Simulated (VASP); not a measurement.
Runs of VASP 6.6.1 on SbSe2. The structure is that of space group I4/mmm (No. 139), or close to it. The cells are those of the table. 

```tsv
task	cell	k mesh	cutoff (eV)	gap on the mesh (eV)	pressure (GPa)	largest force (eV/Å)
relaxation of cell and atoms	relaxed from a = 5.634 Å, angles 138.6, 138.6, 59.9°, 3 atoms	6 × 6 × 6	600	none	0.1	-
single point	a = 5.898 Å, angles 143.7, 143.7, 52.3°, 3 atoms	18 × 18 × 18	520	none	-0.1	(a)
single point	a = 5.839 Å, angles 143.2, 143.2, 53.0°, 3 atoms	6 × 6 × 6	520	none	0.0	-
single point	a = 5.634 Å, angles 138.6, 138.6, 59.9°, 3 atoms	6 × 6 × 6	520	none	(b)	0.50
```

Alike in all rows: level PBE; potentials or basis VASP PAW PBE potentials, release 64 (Sb, Se); no spin polarisation; smearing gaussian 0.1 eV.

Task: Estimate the missing entries.

Result: (a) 0.01; (b) -5.7.

Caveats: some runs use coarse meshes; spin-orbit coupling is left out, which moves the levels of the heavy elements.

A k mesh can miss the band edges, and the runs leave out spin-orbit coupling on Sb, Se.

A gap of «none» marks levels without a gap at the run's occupations.
